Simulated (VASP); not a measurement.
Wanted: the native input for a VASP 6.6.1 run.

- Task: single point
- Functional: PBE
- Potentials or basis: VASP PAW PBE potentials, release 64 (Mg, O, H)
- Cutoff: 520 eV
- k mesh: 1 × 1 × 1
- Occupations: gaussian, width 0.05 eV
- Spin: collinear spin
- Starting moments: [0.0, 0.0, 0.0, 0.0, 0.0, 0.0, 0.0, 0.0, 0.0, 0.0, 0.09, 0.0, 0.09, 0.0, 0.09, 0.09, 0.32] μB
- Dipole correction: no
- Further INCAR settings: ALGO = Normal; EDIFF = 1e-06; NBANDS = 50

The structure of Mg8HO8 (a cell with a defect) lies in POSCAR:

```
Mg8HO8
1.0
    0.0000000000      4.2052000000      4.2052000000
    4.2052000000      0.0000000000      4.2052000000
    4.2052000000      4.2052000000      0.0000000000
Mg O H
8 8 1
Direct
   -0.0043659041     -0.0055335061      0.0091592552
   -0.0043626938     -0.0055300580      0.5007864073
    0.0022506658      0.4980810663     -0.0001418482
    0.0195485351      0.4746065585      0.5029407638
    0.4992466470      0.0010838961     -0.0001417293
    0.4757739228      0.0183799819      0.5029402882
    0.5060514363      0.5048850233     -0.0043903976
    0.5060523875      0.5048859745      0.4934969799
    0.2511313374      0.2499646866      0.2464031437
    0.2511316941      0.2499633787      0.7525404261
    0.2523155855      0.7443383192      0.2516956387
    0.2560811614      0.7548260487      0.7445692238
    0.7455063968      0.2511489347      0.2516951631
    0.7559940074      0.2549148673      0.7445681537
    0.7481547846      0.7469914630      0.2338898269
    0.7481554980      0.7469888471      0.7710200466
    0.8155147199      0.8143468801      0.4351320984
```

These files were run (other wordings do the same):

INCAR

```
SYSTEM = Mg8HO8
  ALGO = Normal
  EDIFF = 1E-6
  ENCUT = 520
  GGA = PE
  GGA_COMPAT = .FALSE.
  ISIF = 2
  ISMEAR = 0
  ISPIN = 2
  LASPH = .TRUE.
  LCHARG = .FALSE.
  LORBIT = 11
  LREAL = .FALSE.
  LWAVE = .FALSE.
  MAGMOM = 0 0 0 0 0 0 0 0 0 0 0.09 0 0.09 0 0.09 0.09 0.32
  NBANDS = 50
  NELM = 200
  PREC = Accurate
  SIGMA = 0.05
```

KPOINTS

```
k-points
0
G
  1 1 1
  0 0 0
```

Potentials or basis: VASP PAW PBE potentials, release 64 (Mg, O, H).

Command:

```sh
$ cat potpaw_PBE.64/Mg/POTCAR potpaw_PBE.64/O/POTCAR potpaw_PBE.64/H/POTCAR > POTCAR
$ mpirun -np 1 vasp_gam > vasp.out
```

It gave:

```yaml
Pressure: 17.0 GPa
Largest_force: 0.712 eV/Å
Net_moment: 1.00 μB per cell
Site_moments: Mg +0.00, +0.02, +0.01 (each value once); O -0.00, +0.02, +0.13 (each value once); H +0.26 μB
Valence_electrons_inside_the_program's_atomic_spheres: Mg 0.39, 0.41, 0.43, 0.40 (each value once); O 5.18, 5.16, 5.15 (each value once); H 0.55
```

Caveat: the k points lie up to 1.29 Å⁻¹ apart.

Run time: 92 s on 1 thread of Intel Xeon 8259CL (shared host), peak memory 0.39 GiB.
